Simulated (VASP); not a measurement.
# CdTe (F-43m) in VASP: notebook

The runs below take CdTe through single point, with PBE, HSE06.

Program: VASP 6.6.1. These are calculated values, not measurements. Logs are shortened: lines on timing, memory, paths and dates and some standing lists are left out, and cuts for length are marked.

### 1 The cell of the first run

Symmetry: F-43m, No. 216, cubic system. Conventional cell: a = 6.560 Å, b = 6.560 Å, c = 6.560 Å, α = 90.00°, β = 90.00°, γ = 90.00°. Within 3.7 Å of Cd (site symmetry -43m) lie 4 Te at 2.84 Å. Te (site symmetry -43m) has 4 Cd at 2.84 Å within 3.7 Å.

### 2 Single point, PBE

The input, INCAR:

```
  PREC = Accurate
  ENCUT = 500
  EDIFF = 1E-6
  ISMEAR = 1
  SIGMA = 0.2
  LREAL = False
  LASPH = True
  NELM = 120
  ALGO = Normal
  ISIF = 2
  LWAVE = False
  LCHARG = False
  GGA = PE
  NBANDS = 16
  GGA_COMPAT = False
```

The input, KPOINTS:

```
regular mesh
0
Gamma
  4 4 4
```

The input, POSCAR:

```
CdTe
1.0
    0.0000000000      3.2799551172      3.2799551172
    3.2799551172      0.0000000000      3.2799551172
    3.2799551172      3.2799551172      0.0000000000
Cd Te
1 1
Direct
    0.0000000000      0.0000000000      0.0000000000
    0.2500000000      0.2500000000      0.2500000000
```

Potentials or basis: VASP PAW PBE potentials, release 64 (Cd, Te).

Launch:

```bash
cat potpaw_PBE.64/Cd/POTCAR potpaw_PBE.64/Te/POTCAR > POTCAR
mpirun -np 1 vasp_std > vasp.out
```

OUTCAR:

```text
PREC = Accurate
   ENCUT = 500
   EDIFF = 1E-6
   ISMEAR = 1
   LREAL = False
   LASPH = True
   NELM = 120
   ISIF = 2
   GGA = PE

 ion  position               nearest neighbor table
   1  0.000  0.000  0.000-   2 2.84   2 2.84   2 2.84   2 2.84
   2  0.250  0.250  0.250-   1 2.84   1 2.84   1 2.84   1 2.84

  LATTYP: Found a face centered cubic cell.
 ALAT       =     6.5599102344

  Lattice vectors:

 A1 = (   0.0000000000,   3.2799551172,   3.2799551172)
 A2 = (   3.2799551172,   0.0000000000,   3.2799551172)
 A3 = (   3.2799551172,   3.2799551172,   0.0000000000)

Analysis of symmetry for initial positions (statically):
=====================================================================
 Subroutine PRICEL returns:
 Original cell was already a primitive cell.

 Routine SETGRP: Setting up the symmetry group for a
 face centered cubic supercell.

 Subroutine GETGRP returns: Found 24 space group operations
 (whereof 24 operations were pure point group operations)
 out of a pool of 48 trial point group operations.

The static configuration has the point symmetry T_d .

Analysis of symmetry for dynamics (positions and initial velocities):
=====================================================================
 Subroutine PRICEL returns:
 Original cell was already a primitive cell.

 Routine SETGRP: Setting up the symmetry group for a
 face centered cubic supercell.

 Subroutine GETGRP returns: Found 24 space group operations
 (whereof 24 operations were pure point group operations)
 out of a pool of 48 trial point group operations.

The dynamic configuration has the point symmetry T_d .

 Subroutine INISYM returns: Found 24 space group operations
 (whereof 24 operations are pure point group operations),
 and found     1 'primitive' translations

----------------------------------------------------------------------------------------

                                     Primitive cell

  volume of cell :      70.5722

  direct lattice vectors                    reciprocal lattice vectors
     0.000000000  3.279955117  3.279955117    -0.152441110  0.152441110  0.152441110
     3.279955117  0.000000000  3.279955117     0.152441110 -0.152441110  0.152441110
     3.279955117  3.279955117  0.000000000     0.152441110  0.152441110 -0.152441110

  length of vectors
     4.638557011  4.638557011  4.638557011     0.264035748  0.264035748  0.264035748
[... 62 lines left out ...]
   ENCUT  =  500.0 eV  36.75 Ry    6.06 a.u.   8.46  8.46  8.46*2*pi/ulx,y,z
   NELM   =    120;   NELMIN=  2; NELMDL= -5     # of ELM steps
   EDIFF  = 0.1E-05   stopping-criterion for ELM
   LREAL  =      F    real-space projection
   EDIFFG = 0.1E-04   stopping-criterion for IOM
   NSW    =      0    number of steps for IOM
   IBRION =     -1    ionic relax: 0-MD 1-quasi-New 2-CG
   NFREE  =      0    steps in history (QN), initial steepest desc. (CG)
   ISIF   =      2    stress and relaxation
   ISYM   =      2    0-nonsym 1-usesym 2-fastsym
   POTIM  = 0.5000    time-step for ionic-motion
   TEBEG  =    0.0;   TEEND  =   0.0 temperature during run
   PSTRESS=    0.0 pullay stress
   NELECT =      18.0000    total number of electrons
   NUPDOWN=      -1.0000    fix difference up-down
   EMIN   =  10.00;   EMAX   =-10.00  energy-range for DOS
   EFERMI =   0.00;   METHOD = LEGACY
   ISMEAR =     1;   SIGMA  =   0.20  broadening in eV -4-tet -1-fermi 0-gaus
   EFERMI_NEDOS =   21; number of points for ismear=-14 and -15
   IALGO  =     38    algorithm
   IMIX   =      4    mixing-type and parameters
     AMIX     =   0.40;   BMIX     =  1.00
     AMIX_MAG =   1.60;   BMIX_MAG =  1.00
  volume/ion in A,a.u.               =      35.29       238.12
  Fermi-wavevector in a.u.,A,eV,Ry     =   1.038216  1.961944 14.665621  1.077893
  Thomas-Fermi vector in A             =   2.172690
   LORBIT       =      0    0 simple, 1 ext, 2 COOP (PROOUT), +10 PAW based schemes
   GGA     = PE    functional components
   LHFCALC =     F    Hartree Fock is set to
   AEXX    =    0.0000 exact exchange contribution
   IVDW    =     0    specifies the selected vdW correction
   LEPSILON=     F    determine dielectric tensor
   LRPA    =     F    only Hartree local field effects (RPA)
 non-spin polarized calculation
 Methfessel and Paxton  Order N= 1 SIGMA  =   0.20
  energy-cutoff  :      500.00
  volume of cell :       70.57
 maximum number of plane-waves:      1812
 NGX is ok and might be reduce to    36
   NGX = 17   NGY = 17   NGZ = 17

 number of electron      18.0000006 magnetization

 Free energy of the ion-electron system (eV)
  ---------------------------------------------------
  ext. energy  EPLUGINS =         0.00000000
  ---------------------------------------------------
  free energy    TOTEN  =        -4.74539520 eV

  energy without entropy =       -4.74602601  energy(sigma->0) =       -4.74560547

 E-fermi :   2.2181     XC(G=0):  -8.4109

 val. band max:        2.0502535707   @ k =   0.0000   0.0000   0.0000
 cond. band min:       2.6983801871   @ k =   0.0000   0.0000   0.0000
 fundamental gap:      0.6481266164
 Fermi energy:         2.2180821000

 k-point     1 :       0.0000    0.0000    0.0000
  band No.  band energies     occupation
      1      -8.9165      2.00000
      2      -6.1492      2.00000
      3      -6.1492      2.00000
      4      -6.1492      2.00000
      5      -5.9169      2.00000
      6      -5.9169      2.00000
[... 129 lines left out ...]
      3      -6.0333      2.00000
      4      -5.9426      2.00000
      5      -5.9156      2.00000
      6      -5.3880      2.00000
[... 8 lines left out ...]
     15      12.9888      0.00000
     16      13.2204      0.00000

------------------------ aborting loop because EDIFF is reached ----------------------------------------

  FORCE on cell =-STRESS in cart. coord.  units (eV):
  Direction    XX          YY          ZZ          XY          YZ          ZX
  --------------------------------------------------------------------------------------
  -------------------------------------------------------------------------------------
  Total        0.5805851      0.5805851      0.5805851      0.0000000      0.0000000     -0.0000000
  in kB       13.1808300     13.1808300     13.1808300      0.0000000      0.0000000     -0.0000000
  external PRESSURE =      13.1808300 kB  Pullay stress =       0.0000000 kB

 VOLUME and BASIS-vectors are now :
 -----------------------------------------------------------------------------
  energy-cutoff  :      500.00
  volume of cell :       70.57
      direct lattice vectors                 reciprocal lattice vectors
     0.000000000  3.279955117  3.279955117    -0.152441110  0.152441110  0.152441110
     3.279955117  0.000000000  3.279955117     0.152441110 -0.152441110  0.152441110
     3.279955117  3.279955117  0.000000000     0.152441110  0.152441110 -0.152441110

 POSITION                                       TOTAL-FORCE (eV/Angst)
 -----------------------------------------------------------------------------------
      0.00000      0.00000      0.00000         0.000000      0.000000      0.000000
      1.63998      1.63998      1.63998        -0.000000     -0.000000     -0.000000
 -----------------------------------------------------------------------------------
    total drift:                                0.000000      0.000000      0.000000

  FREE ENERGIE OF THE ION-ELECTRON SYSTEM (eV)
  ---------------------------------------------------
  free  energy   TOTEN  =        -4.7453951996 eV

  energy  without entropy=       -4.7460260103  energy(sigma->0) =       -4.74560547
```

stdout:

```text
POSCAR found type information on POSCAR CdTe
 POSCAR found :  2 types and       2 ions
 scaLAPACK will be used
 LDA part: xc-table for (Slater+PW92), standard interpolation
 POSCAR, INCAR and KPOINTS ok, starting setup
 FFT: planning ... GRIDC
 FFT: planning ... GRID_SOFT
 FFT: planning ... GRID
 WAVECAR not read
 entering main loop
```

Wall time 35 s (1 thread of AMD EPYC 7R13, shared host); peak memory 0.17 GiB.

Results:

```yaml
Free_energy: -4.7454 eV
Pressure: 1.3 GPa
Band_gap_on_the_k_mesh: 0.65 eV, direct
```

Caveat: spin-orbit coupling is left out, which moves the levels of the heavy elements.

### 3 Single point, HSE06

POSCAR is that of step 2.

The input, INCAR.step1:

```
PREC = Accurate ; ENCUT = 400
EDIFF = 1E-5 ; ISMEAR = 0
SIGMA = 0.01 ; LREAL = False
LASPH = True ; NELM = 120
ALGO = Normal ; ISIF = 2
LWAVE = True ; LCHARG = False
NBANDS = 16 ; GGA = PE
GGA_COMPAT = False
```

The input, INCAR.step2:

```
PREC = Accurate ; ENCUT = 400
EDIFF = 1E-6 ; ISMEAR = 0
SIGMA = 0.01 ; LREAL = False
LASPH = True ; NELM = 120
ALGO = Normal ; ISIF = 2
LWAVE = False ; LCHARG = False
GGA = PE ; LHFCALC = True
HFSCREEN = 0.2079 ; PRECFOCK = Normal
NBANDS = 16 ; ISTART = 1
GGA_COMPAT = False
```

The input, KPOINTS:

```
regular mesh
0
Gamma
  2 2 2
```

Potentials or basis: VASP PAW PBE potentials, release 64 (Cd, Te).

Launch:

```bash
cat potpaw_PBE.64/Cd/POTCAR potpaw_PBE.64/Te/POTCAR > POTCAR
cp INCAR.step1 INCAR
mpirun -np 1 vasp_std > vasp.out
cp INCAR.step2 INCAR
mpirun -np 1 vasp_std > vasp.out
```

Run time: 94 s. Hardware: 1 thread of AMD EPYC 7R13, shared host; peak memory 0.25 GiB.

The run converged. Its results:

```
Free energy            : -4.9755 eV
Pressure               : 2.8 GPa
Band gap on the k mesh : 1.59 eV, direct
```

Levels at points of the mesh, in eV from the valence-band top:
```
           k point  band 5  band 6  band 7  band 8  band 9  band 10  band 11  band 12  band 13  band 14
(0.00, 0.00, 0.00)   -9.45   -9.45    0.00    0.00    0.00     1.59     5.49     5.49     5.49     8.51
(0.50, 0.00, 0.00)   -9.44   -8.96   -4.45   -0.77   -0.77     2.67     6.06     6.06     8.00     9.71
(0.50, 0.50, 0.00)   -9.42   -8.76   -4.38   -1.85   -1.85     3.40     3.55     9.90    10.17    10.17
```

Caveat: the k points lie up to 0.83 Å⁻¹ apart; the PAW data sets were made with another functional, which shifts forces and pressure a little; spin-orbit coupling is left out, which moves the levels of the heavy elements.
